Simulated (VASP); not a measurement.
# Co (Fm-3m) in VASP: further runs

The runs below take Co through single point, with r2SCAN.

Everything below comes from runs of VASP 6.6.1. Logs are shortened: lines on timing, memory, paths and dates and some standing lists are left out, and cuts for length are marked.

### Step 1. The cell of the first run

It takes space group Fm-3m (No. 225, cubic). The conventional cell has a = 3.441 Å, b = 3.441 Å, c = 3.441 Å, α = 90.00°, β = 90.00°, γ = 90.00°. Within 3.2 Å of Co (site symmetry m-3m) lie 12 Co at 2.43 Å.

This isn't the form of Co at room conditions, which is hcp.

### Step 2. Single point, r2SCAN, collinear spin, ferromagnetic start (10.18 Å³/atom)

POSCAR reads:

```
Co
1.0
    0.0000000000      1.7203700766      1.7203700766
    1.7203700766      0.0000000000      1.7203700766
    1.7203700766      1.7203700766      0.0000000000
Co
1
Direct
    0.0000000000      0.0000000000      0.0000000000
```

INCAR.step1 reads:

```
PREC = Accurate
ENCUT = 520
ISMEAR = 0
SIGMA = 0.1
LREAL = F
LASPH = T
NELM = 150
ISPIN = 2
MAGMOM = 2.14
LMAXMIX = 4
NBANDS = 14
GGA = PE
ALGO = Normal
EDIFF = 1E-4
LWAVE = T
LCHARG = F
```

INCAR.step2 reads:

```
PREC = Accurate
ENCUT = 520
EDIFF = 1E-6
ISMEAR = 0
SIGMA = 0.1
LREAL = F
LASPH = T
NELM = 150
ALGO = Normal
ISIF = 2
LWAVE = F
LCHARG = F
ISPIN = 2
MAGMOM = 2.14
LORBIT = 11
LMAXMIX = 4
METAGGA = R2SCAN
LMIXTAU = T
NBANDS = 14
ISTART = 1
```

KPOINTS reads:

```
regular mesh
0
Gamma
  20 20 20
```

Potentials or basis: VASP PAW PBE potentials, release 64 (Co).

Run with:

```bash
$ cat potpaw_PBE.64/Co/POTCAR > POTCAR
$ cp INCAR.step1 INCAR
$ mpirun -np 1 vasp_std > vasp.out
$ cp INCAR.step2 INCAR
$ mpirun -np 1 vasp_std > vasp.out
```

OUTCAR:

```text
PREC = Accurate
   ENCUT = 520
   EDIFF = 1E-6
   ISMEAR = 0
   LREAL = F
   LASPH = T
   NELM = 150
   ISIF = 2
   ISPIN = 2
   LORBIT = 11
   METAGGA = R2SCAN
   ISTART = 1

 ion  position               nearest neighbor table
   1  0.000  0.000  0.000-

  LATTYP: Found a face centered cubic cell.
 ALAT       =     3.4407401532

  Lattice vectors:

 A1 = (   0.0000000000,   1.7203700766,   1.7203700766)
 A2 = (   1.7203700766,   0.0000000000,   1.7203700766)
 A3 = (   1.7203700766,   1.7203700766,   0.0000000000)

Analysis of symmetry for initial positions (statically):
=====================================================================
 Subroutine PRICEL returns:
 Original cell was already a primitive cell.

 Routine SETGRP: Setting up the symmetry group for a
 face centered cubic supercell.

 Subroutine GETGRP returns: Found 48 space group operations
 (whereof 48 operations were pure point group operations)
 out of a pool of 48 trial point group operations.

The static configuration has the point symmetry O_h .

Analysis of symmetry for dynamics (positions and initial velocities):
=====================================================================
 Subroutine PRICEL returns:
 Original cell was already a primitive cell.

 Routine SETGRP: Setting up the symmetry group for a
 face centered cubic supercell.

 Subroutine GETGRP returns: Found 48 space group operations
 (whereof 48 operations were pure point group operations)
 out of a pool of 48 trial point group operations.

The dynamic configuration has the point symmetry O_h .

Analysis of structural, dynamic, and magnetic symmetry:
=====================================================================
 Subroutine PRICEL returns:
 Original cell was already a primitive cell.

 Routine SETGRP: Setting up the symmetry group for a
 face centered cubic supercell.

 Subroutine GETGRP returns: Found 48 space group operations
 (whereof 48 operations were pure point group operations)
 out of a pool of 48 trial point group operations.

The overall configuration has the point symmetry O_h .

 Subroutine INISYM returns: Found 48 space group operations
 (whereof 48 operations are pure point group operations),
 and found     1 'primitive' translations

----------------------------------------------------------------------------------------

                                     Primitive cell

  volume of cell :      10.1835

  direct lattice vectors                    reciprocal lattice vectors
     0.000000000  1.720370077  1.720370077    -0.290635141  0.290635141  0.290635141
     1.720370077  0.000000000  1.720370077     0.290635141 -0.290635141  0.290635141
     1.720370077  1.720370077  0.000000000     0.290635141  0.290635141 -0.290635141

  length of vectors
     2.432970695  2.432970695  2.432970695     0.503394831  0.503394831  0.503394831

  position of ions in fractional coordinates (direct lattice)
     0.000000000  0.000000000  0.000000000

  ion indices of the primitive-cell ions
   primitive index   ion index
                 1           1

----------------------------------------------------------------------------------------

 KPOINTS: regular mesh

Automatic generation of k-mesh.
 Grid dimensions read from file:
 generate k-points for:   20   20   20

 Generating k-lattice:

  Cartesian coordinates                     Fractional coordinates (reciprocal lattice)
    -0.014531757  0.014531757  0.014531757     0.050000000  0.000000000  0.000000000
     0.014531757 -0.014531757  0.014531757     0.000000000  0.050000000  0.000000000
     0.014531757  0.014531757 -0.014531757     0.000000000  0.000000000  0.050000000

  Length of vectors
     0.025169742  0.025169742  0.025169742

  Shift w.r.t. Gamma in fractional coordinates (k-lattice)
     0.000000000  0.000000000  0.000000000

 Subroutine IBZKPT returns following result:
 ===========================================

 Found    256 irreducible k-points:

 Following reciprocal coordinates:
            Coordinates               Weight
  0.000000  0.000000  0.000000      1.000000
  0.050000  0.000000  0.000000      8.000000
  0.100000  0.000000  0.000000      8.000000
  0.150000  0.000000  0.000000      8.000000
  0.200000  0.000000  0.000000      8.000000
  0.250000  0.000000  0.000000      8.000000
[... 16 lines left out ...]
 -0.400000  0.050000  0.000000     24.000000
 -0.350000  0.050000  0.000000     24.000000
 [... further k-points ...]
   k-points           NKPTS =    256   k-points in BZ     NKDIM =    256   number of bands    NBANDS=     14
   number of dos      NEDOS =    301   number of ions     NIONS =      1
   total plane-waves  NPLWV =   5832
   dimension x,y,z NGX =    18 NGY =   18 NGZ =   18
   dimension x,y,z NGXF=    36 NGYF=   36 NGZF=   36
   ions per type =               1
   NGX,Y,Z   is equivalent  to a cutoff of  12.30, 12.30, 12.30 a.u.
   NGXF,Y,Z  is equivalent  to a cutoff of  24.60, 24.60, 24.60 a.u.
 SYSTEM =  unknown system
   PREC   = accura    normal or accurate (medium, high low for compatibility)
   ISTART =      1    job   : 0-new  1-cont  2-samecut
   ICHARG =      0    charge: 1-file 2-atom 10-const
   ISPIN  =      2    spin polarized calculation?
   LNONCOLLINEAR =      F non collinear calculations
   LSORBIT =      F    spin-orbit coupling
   LASPH  =      T    aspherical Exc in radial PAW
   ENCUT  =  520.0 eV  38.22 Ry    6.18 a.u.   4.52  4.52  4.52*2*pi/ulx,y,z
   NELM   =    150;   NELMIN=  2; NELMDL=  0     # of ELM steps
   EDIFF  = 0.1E-05   stopping-criterion for ELM
   LREAL  =      F    real-space projection
   EDIFFG = 0.1E-04   stopping-criterion for IOM
   NSW    =      0    number of steps for IOM
   IBRION =     -1    ionic relax: 0-MD 1-quasi-New 2-CG
   NFREE  =      0    steps in history (QN), initial steepest desc. (CG)
   ISIF   =      2    stress and relaxation
   ISYM   =      2    0-nonsym 1-usesym 2-fastsym
   POTIM  = 0.5000    time-step for ionic-motion
   TEBEG  =    0.0;   TEEND  =   0.0 temperature during run
   PSTRESS=    0.0 pullay stress
   NELECT =       9.0000    total number of electrons
   NUPDOWN=      -1.0000    fix difference up-down
   EMIN   =  10.00;   EMAX   =-10.00  energy-range for DOS
   EFERMI =   0.00;   METHOD = LEGACY
   ISMEAR =     0;   SIGMA  =   0.10  broadening in eV -4-tet -1-fermi 0-gaus
   EFERMI_NEDOS =   21; number of points for ismear=-14 and -15
   IALGO  =     38    algorithm
   IMIX   =      4    mixing-type and parameters
     AMIX     =   0.40;   BMIX     =  1.00
     AMIX_MAG =   1.60;   BMIX_MAG =  1.00
  volume/ion in A,a.u.               =      10.18        68.72
  Fermi-wavevector in a.u.,A,eV,Ry     =   1.571052  2.968857 33.581943  2.468203
  Thomas-Fermi vector in A             =   2.672693
   LORBIT       =     11    0 simple, 1 ext, 2 COOP (PROOUT), +10 PAW based schemes
   METAGGA = R2SCAN    functional components
   LHFCALC =     F    Hartree Fock is set to
   AEXX    =    0.0000 exact exchange contribution
   IVDW    =     0    specifies the selected vdW correction
   LEPSILON=     F    determine dielectric tensor
   LRPA    =     F    only Hartree local field effects (RPA)
 spin polarized calculation
 Gauss-broadening in eV      SIGMA  =   0.10
  energy-cutoff  :      520.00
  volume of cell :       10.18
 maximum number of plane-waves:       290
   NGX =  9   NGY =  9   NGZ =  9

 number of electron       8.9999996 magnetization       1.7946119

 Free energy of the ion-electron system (eV)
  ---------------------------------------------------
  ext. energy  EPLUGINS =         0.00000000
  ---------------------------------------------------
  free energy    TOTEN  =       -13.20873433 eV

  energy without entropy =      -13.20544557  energy(sigma->0) =      -13.20708995

 E-fermi :  11.5638     XC(G=0): -15.1004

 val. band max:       11.5571017043   @ k =  -0.3500   0.3000   0.1000
 cond. band min:      11.5810721247   @ k =  -0.3000   0.3000   0.1000
 fundamental gap:      0.0239704205
 Fermi energy:        11.5637947954

 spin component 1

 k-point     1 :       0.0000    0.0000    0.0000
  band No.  band energies     occupation
      1       1.4548      1.00000
      2       7.8976      1.00000
      3       7.8976      1.00000
      4       7.8976      1.00000
      5       8.7413      1.00000
      6       8.7413      1.00000
      7      35.6541      0.00000
      8      40.6283      0.00000
      9      40.6283      0.00000
     10      40.6285      0.00000
     11      42.7206      0.00000
     12      43.8986      0.00000
     13      43.8987      0.00000
     14      43.8987      0.00000
[... 375 lines left out ...]
 k-point    24 :      -0.3500    0.0500    0.0000
  band No.  band energies     occupation
      1       5.1234      1.00000
      2       7.6776      1.00000
      3       7.7259      1.00000
      4       8.5099      1.00000
      5       9.5178      1.00000
      6      10.0135      1.00000
      7      21.5148      0.00000
      8      34.0334      0.00000
      9      37.1033      0.00000
     10      39.6186      0.00000
     11      40.8478      0.00000
     12      42.4144      0.00000
     13      43.2436      0.00000
     14      48.3940      0.00000

 [... further k-points ...]

 spin component 2

 k-point     1 :       0.0000    0.0000    0.0000
  band No.  band energies     occupation
      1       1.0120      1.00000
      2       9.9308      1.00000
      3       9.9308      1.00000
      4       9.9309      1.00000
      5      12.3436      0.00000
      6      12.3436      0.00000
      7      35.4877      0.00000
      8      41.5967      0.00000
      9      41.5968      0.00000
     10      41.5968      0.00000
     11      44.6454      0.00000
     12      44.6454      0.00000
     13      44.6455      0.00000
     14      46.5152      0.00000
[... 375 lines left out ...]
 k-point    24 :      -0.3500    0.0500    0.0000
  band No.  band energies     occupation
      1       5.5712      1.00000
      2       9.3103      1.00000
      3      10.2949      1.00000
      4      10.3942      1.00000
      5      12.4717      0.00000
      6      12.8660      0.00000
      7      22.4125      0.00000
      8      34.0432      0.00000
      9      37.7959      0.00000
     10      40.5460      0.00000
     11      41.7136      0.00000
     12      43.7267      0.00000
     13      48.4525      0.00000
     14      51.1966      0.00000

 [... further k-points ...]

------------------------ aborting loop because EDIFF is reached ----------------------------------------

  FORCE on cell =-STRESS in cart. coord.  units (eV):
  Direction    XX          YY          ZZ          XY          YZ          ZX
  --------------------------------------------------------------------------------------
  -------------------------------------------------------------------------------------
  Total        0.9603522      0.9603522      0.9603522      0.0000000      0.0000000      0.0000000
  in kB      151.0933969    151.0933969    151.0933969      0.0000000      0.0000000      0.0000000
  external PRESSURE =     151.0933969 kB  Pullay stress =       0.0000000 kB

 VOLUME and BASIS-vectors are now :
 -----------------------------------------------------------------------------
  energy-cutoff  :      520.00
  volume of cell :       10.18
      direct lattice vectors                 reciprocal lattice vectors
     0.000000000  1.720370077  1.720370077    -0.290635141  0.290635141  0.290635141
     1.720370077  0.000000000  1.720370077     0.290635141 -0.290635141  0.290635141
     1.720370077  1.720370077  0.000000000     0.290635141  0.290635141 -0.290635141

 POSITION                                       TOTAL-FORCE (eV/Angst)
 -----------------------------------------------------------------------------------
      0.00000      0.00000      0.00000         0.000000      0.000000      0.000000
 -----------------------------------------------------------------------------------
    total drift:                                0.000000     -0.000000     -0.000000

  FREE ENERGIE OF THE ION-ELECTRON SYSTEM (eV)
  ---------------------------------------------------
  free  energy   TOTEN  =       -13.2087343319 eV

  energy  without entropy=      -13.2054455725  energy(sigma->0) =      -13.20708995

 total charge

# of ion       s       p       d       tot
------------------------------------------
    1        0.540   0.625   7.263   8.428

 magnetization (x)

# of ion       s       p       d       tot
------------------------------------------
    1       -0.003  -0.063   1.902   1.836
```

Run time: 2.2 min. Hardware: 1 thread of Intel Xeon 6975P-C (Granite Rapids), shared host; peak memory 0.17 GiB.

Results:

- Free energy: -13.2087 eV
- Pressure: 15.1 GPa
- Net moment: 1.79 μB per cell
- Site moments: Co +1.84 μB
- Valence electrons inside the program's atomic spheres: Co 8.43

Caveat: the cell stands under pressure; the PAW data sets were made with another functional, which shifts forces and pressure a little.

### Step 3. Single point, r2SCAN, collinear spin, ferromagnetic start (10.51 Å³/atom)

This run uses another cell than the first one, of 10.51 Å³/atom.

POSCAR reads:

```
Co
1.0
    0.0000000000      1.7384805662      1.7384805662
    1.7384805662      0.0000000000      1.7384805662
    1.7384805662      1.7384805662      0.0000000000
Co
1
Direct
    0.0000000000      0.0000000000      0.0000000000
```

INCAR.step1 reads:

```
SYSTEM = Co
PREC = Accurate
ENCUT = 520
ISMEAR = 0
SIGMA = 0.1
LREAL = .False.
LASPH = .True.
NELM = 150
ISPIN = 2
MAGMOM = 2.14
LMAXMIX = 4
NBANDS = 14
GGA = PE
ALGO = Normal
EDIFF = 1E-4
LWAVE = .True.
LCHARG = .False.
```

INCAR.step2 reads:

```
SYSTEM = Co
PREC = Accurate
ENCUT = 520
EDIFF = 1E-6
ISMEAR = 0
SIGMA = 0.1
LREAL = .False.
LASPH = .True.
NELM = 150
ALGO = Normal
ISIF = 2
LWAVE = .False.
LCHARG = .False.
ISPIN = 2
MAGMOM = 2.14
LORBIT = 11
LMAXMIX = 4
METAGGA = R2SCAN
LMIXTAU = .True.
NBANDS = 14
ISTART = 1
```

KPOINTS reads:

```
Automatic mesh
0
Gamma
  20 20 20
  0 0 0
```

Potentials or basis: VASP PAW PBE potentials, release 64 (Co).

Run with:

```bash
$ cat potpaw_PBE.64/Co/POTCAR > POTCAR
$ cp INCAR.step1 INCAR
$ mpirun -np 1 vasp_std > vasp.out
$ cp INCAR.step2 INCAR
$ mpirun -np 1 vasp_std > vasp.out
```

It took 2.3 min on 1 thread of Intel Xeon 6975P-C (Granite Rapids), shared host; peak memory 0.17 GiB.

The run converged. Its results:

* Free energy: -13.2310 eV
* Pressure: 6.9 GPa
* Net moment: 1.81 μB per cell
* Site moments: Co +1.86 μB
* Valence electrons inside the program's atomic spheres: Co 8.36

Levels at points of the mesh, in eV from the Fermi level:
Spin up:
| k point | band 3 | band 4 | band 5 | band 6 | band 7 | band 8 |
| --- | --- | --- | --- | --- | --- | --- |
| (0.00, 0.00, 0.00) | -3.60 | -3.60 | -2.85 | -2.85 | 23.82 | 28.54 |
| (0.50, 0.00, 0.00) | -3.95 | -1.68 | -1.68 | -0.72 | 6.06 | 22.34 |
| (0.50, 0.50, 0.00) | -2.04 | -1.28 | -1.28 | 2.28 | 9.54 | 15.42 |
Spin down:
| k point | band 1 | band 2 | band 3 | band 4 | band 5 | band 6 | band 7 | band 8 | band 9 |
| --- | --- | --- | --- | --- | --- | --- | --- | --- | --- |
| (0.00, 0.00, 0.00) | -10.36 | -1.58 | -1.58 | -1.58 | 0.83 | 0.83 | 23.66 | 29.54 | 29.54 |
| (0.50, 0.00, 0.00) | -5.13 | -1.23 | -1.23 | -1.16 | 1.32 | 1.32 | 7.40 | 22.08 | 26.95 |
| (0.50, 0.50, 0.00) | -4.48 | -4.13 | 1.08 | 1.08 | 1.81 | 2.05 | 11.14 | 15.90 | 15.90 |

Caveat: the cell stands under pressure; the PAW data sets were made with another functional, which shifts forces and pressure a little.

### Step 4. Single point, r2SCAN, collinear spin, ferromagnetic start

This run uses another cell than the first one, of 10.83 Å³/atom.

POSCAR reads:

```
Co
1.0
    0.0000000000      1.7562213891      1.7562213891
    1.7562213891      0.0000000000      1.7562213891
    1.7562213891      1.7562213891      0.0000000000
Co
1
Direct
    0.0000000000      0.0000000000      0.0000000000
```

INCAR.step1, as its differences from that of step 3:

```diff
@@ -9,3 +9,3 @@
 ISPIN = 2
-MAGMOM = 2.14
+MAGMOM = 2.01
 LMAXMIX = 4
```

INCAR.step2, as its differences from that of step 3:

```diff
@@ -14,3 +14,3 @@
 ISPIN = 2
-MAGMOM = 2.14
+MAGMOM = 2.01
 LORBIT = 11
```

KPOINTS is that of step 3.

Run with:

```bash
$ cat potpaw_PBE.64/Co/POTCAR > POTCAR
$ cp INCAR.step1 INCAR
$ mpirun -np 1 vasp_std > vasp.out
$ cp INCAR.step2 INCAR
$ mpirun -np 1 vasp_std > vasp.out
```

Run time: 2.1 min. Hardware: 1 thread of Intel Xeon 6975P-C (Granite Rapids), shared host; peak memory 0.17 GiB.

The run converged. Its results:

| Quantity | Value |
| --- | --- |
| Free energy | -13.2379 eV |
| Pressure | -0.1 GPa |
| Net moment | 1.83 μB per cell |
| Site moments | Co +1.88 μB |
| Valence electrons inside the program's atomic spheres | Co 8.30 |

Levels at points of the mesh, in eV from the Fermi level:
Spin up:
```csv
k point,band 1,band 2,band 3,band 4,band 5,band 6,band 7,band 8,band 9,band 10
"(0.00, 0.00, 0.00)",-9.71,-3.53,-3.53,-3.53,-2.87,-2.87,23.56,28.05,28.05,28.05
"(0.50, 0.00, 0.00)",-5.98,-3.90,-3.90,-1.72,-1.72,-0.69,5.79,22.11,25.51,25.51
"(0.50, 0.50, 0.00)",-6.34,-5.49,-2.10,-1.32,-1.32,2.22,9.23,15.11,15.11,19.98
```
Spin down:
```csv
k point,band 1,band 2,band 3,band 4,band 5,band 6,band 7,band 8
"(0.00, 0.00, 0.00)",-10.16,-1.53,-1.53,-1.53,0.88,0.88,23.40,29.07
"(0.50, 0.00, 0.00)",-4.96,-1.15,-1.15,-1.13,1.31,1.31,7.12,21.83
"(0.50, 0.50, 0.00)",-4.25,-3.97,1.02,1.02,1.82,1.99,10.84,15.58
```

Caveat: the PAW data sets were made with another functional, which shifts forces and pressure a little.

### Step 5. The runs side by side

| cell | gap on the mesh (eV) | pressure (GPa) | moment (μB) |
| --- | --- | --- | --- |
| a = 2.433 Å, angles 60.0°, 1 atom | none | 15.1 | 1.79 |
| a = 2.459 Å, angles 60.0°, 1 atom | none | 6.9 | 1.81 |
| a = 2.484 Å, angles 60.0°, 1 atom | none | -0.1 | 1.83 |

Alike in all rows: task single point; level r2SCAN; potentials or basis VASP PAW PBE potentials, release 64 (Co); spin collinear, ferromagnetic start; k mesh 20 × 20 × 20; cutoff (eV) 520; smearing gaussian 0.1 eV.

Caveats: the PAW data sets were made with another functional, which shifts forces and pressure a little; the cell stands under pressure (at least some runs).

Total energies depend on the potentials used, so only differences within one code and one set of settings carry meaning.

The gap in the log of VASP goes by the Fermi energy; the results here count the filled bands.